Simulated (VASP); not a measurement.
# Ir (Im-3m) in VASP: notebook, part 2 of 2

VASP 6.6.1. Earlier steps stand in the parts before.

## Step 5: Single point, LDA

This run uses another cell than the first one, of 14.34 Å³/atom, 0.962 times its volume.

INCAR reads:

```
  ALGO = Normal
  EDIFF = 1E-7
  ENCUT = 520
  ISIF = 2
  ISMEAR = -1
  LASPH = True
  LCHARG = True
  LELF = True
  LREAL = False
  LVHAR = True
  LWAVE = False
  NBANDS = 10
  NELM = 60
  PREC = Accurate
  SIGMA = 0.1
```

KPOINTS reads:

```
k-points
0
Gamma
  24 24 24
```

POSCAR reads:

```
Ir
1.0
   -1.5303739817      1.5303739817      1.5303739817
    1.5303739817     -1.5303739817      1.5303739817
    1.5303739817      1.5303739817     -1.5303739817
Ir
1
Direct
    0.0000000000      0.0000000000      0.0000000000
```

Potentials or basis: VASP PAW LDA potentials, release 64 (Ir).

On the command line:

```console
> cat potpaw_LDA.64/Ir/POTCAR > POTCAR
> mpirun -np 1 vasp_std > vasp.out
```

OUTCAR:

```text
EDIFF = 1E-7
   ENCUT = 520
   ISIF = 2
   ISMEAR = -1
   LASPH = True
   LREAL = False
   NELM = 60
   PREC = Accurate

 ion  position               nearest neighbor table
   1  0.000  0.000  0.000-

  LATTYP: Found a body centered cubic cell.
 ALAT       =     3.0607479634

  Lattice vectors:

 A1 = (  -1.5303739817,   1.5303739817,   1.5303739817)
 A2 = (   1.5303739817,  -1.5303739817,   1.5303739817)
 A3 = (   1.5303739817,   1.5303739817,  -1.5303739817)

Analysis of symmetry for initial positions (statically):
=====================================================================
 Subroutine PRICEL returns:
 Original cell was already a primitive cell.

 Routine SETGRP: Setting up the symmetry group for a
 body centered cubic supercell.

 Subroutine GETGRP returns: Found 48 space group operations
 (whereof 48 operations were pure point group operations)
 out of a pool of 48 trial point group operations.

The static configuration has the point symmetry O_h .

Analysis of symmetry for dynamics (positions and initial velocities):
[... 155 lines left out ...]

 E-fermi :   9.8339     XC(G=0): -14.0495

 val. band max:        9.8331917243   @ k =   0.2917   0.1667   0.1250
 cond. band min:       9.8361565436   @ k =  -0.3333   0.3333   0.1667
 fundamental gap:      0.0029648193
 Fermi energy:         9.8338972823

 k-point     1 :       0.0000    0.0000    0.0000
  band No.  band energies     occupation
      1      -0.8839      2.00000
      2       6.1456      2.00000
      3       6.1456      2.00000
      4       6.1456      2.00000
      5       9.2840      1.99185
      6       9.2840      1.99185
      7      26.7830      0.00000
      8      26.7830      0.00000
      9      26.7830      0.00000
     10      37.9595      0.00000
[... 287 lines left out ...]
 k-point    24 :       0.4583    0.0417    0.0000
  band No.  band energies     occupation
      1       2.2599      2.00000
      2       4.3025      2.00000
      3       9.0014      1.99952
      4       9.2401      1.99474
      5      10.1591      0.07447
      6      12.3203      0.00000
      7      18.0449      0.00000
      8      23.0114      0.00000
      9      26.7789      0.00000
     10      34.7395      0.00000

 [... further k-points ...]
[... 5 lines left out ...]
  --------------------------------------------------------------------------------------
  -------------------------------------------------------------------------------------
  Total        0.2161522      0.2161522      0.2161522      0.0000000      0.0000000      0.0000000
  in kB       24.1555806     24.1555806     24.1555806      0.0000000      0.0000000      0.0000000
  external PRESSURE =      24.1555806 kB  Pullay stress =       0.0000000 kB

 VOLUME and BASIS-vectors are now :
 -----------------------------------------------------------------------------
  energy-cutoff  :      520.00
  volume of cell :       14.34
      direct lattice vectors                 reciprocal lattice vectors
    -1.530373982  1.530373982  1.530373982     0.000000000  0.326717525  0.326717525
     1.530373982 -1.530373982  1.530373982     0.326717525  0.000000000  0.326717525
     1.530373982  1.530373982 -1.530373982     0.326717525  0.326717525  0.000000000

 POSITION                                       TOTAL-FORCE (eV/Angst)
 -----------------------------------------------------------------------------------
      0.00000      0.00000      0.00000         0.000000     -0.000000      0.000000
 -----------------------------------------------------------------------------------
    total drift:                                0.000000     -0.000000     -0.000000

  FREE ENERGIE OF THE ION-ELECTRON SYSTEM (eV)
  ---------------------------------------------------
  free  energy   TOTEN  =        -9.6799847919 eV

  energy  without entropy=       -9.6063520089  energy(sigma->0) =       -9.64316840
```

OSZICAR:

```text
N       E                     dE             d eps       ncg     rms          rms(c)
DAV:   1     0.477902391460E+02    0.47790E+02   -0.43606E+03  8300   0.822E+02
DAV:   2    -0.922592469292E+01   -0.57016E+02   -0.54454E+02  8428   0.197E+02
DAV:   3    -0.101716910424E+02   -0.94577E+00   -0.93865E+00  9566   0.312E+01
DAV:   4    -0.101812143885E+02   -0.95233E-02   -0.95208E-02  9460   0.287E+00
DAV:   5    -0.101814174753E+02   -0.20309E-03   -0.20308E-03  9648   0.405E-01    0.162E+01
DAV:   6    -0.976210515220E+01    0.41931E+00   -0.75474E-01  9250   0.105E+01    0.710E+00
DAV:   7    -0.968597214698E+01    0.76133E-01   -0.22835E-01  9970   0.516E+00    0.177E+00
DAV:   8    -0.968249385691E+01    0.34783E-02   -0.11518E-02  9122   0.165E+00    0.129E+00
DAV:   9    -0.967998808788E+01    0.25058E-02   -0.13152E-03  9080   0.555E-01    0.544E-02
DAV:  10    -0.967998614181E+01    0.19461E-05   -0.47023E-06  9700   0.197E-02    0.288E-02
DAV:  11    -0.967998479730E+01    0.13445E-05   -0.20083E-06  9258   0.185E-02    0.548E-04
DAV:  12    -0.967998479190E+01    0.53923E-08   -0.10534E-08  5238   0.118E-03
   1 F= -.96799848E+01 E0= -.96431684E+01  d E =-.736328E-01
```

Run time: 95 s. Hardware: 1 thread of AMD EPYC 7R13, shared host; peak memory 0.14 GiB.

Results:

```
Free energy : -9.6800 eV
Pressure    : 2.4 GPa
```

Caveat: spin-orbit coupling is left out, which moves the levels of the heavy elements.

## Step 6: Overview

| cell | k mesh | gap on the mesh (eV) | pressure (GPa) |
| --- | --- | --- | --- |
| a = 2.686 Å, angles 109.5°, 1 atom | 16 × 16 × 16 | none | -10.8 |
| a = 2.720 Å, angles 109.5°, 1 atom | 16 × 16 × 16 | none | -21.1 |
| a = 2.753 Å, angles 109.5°, 1 atom | 16 × 16 × 16 | none | -29.1 |
| a = 2.651 Å, angles 109.5°, 1 atom | 24 × 24 × 24 | none | 2.4 |

Alike in all rows: task single point; level LDA; potentials or basis VASP PAW LDA potentials, release 64 (Ir); no spin polarisation; cutoff (eV) 520; smearing fermi-dirac 0.1 eV.

Caveats: spin-orbit coupling is left out, which moves the levels of the heavy elements.

Absolute energies hang on the potentials; compare differences alone.
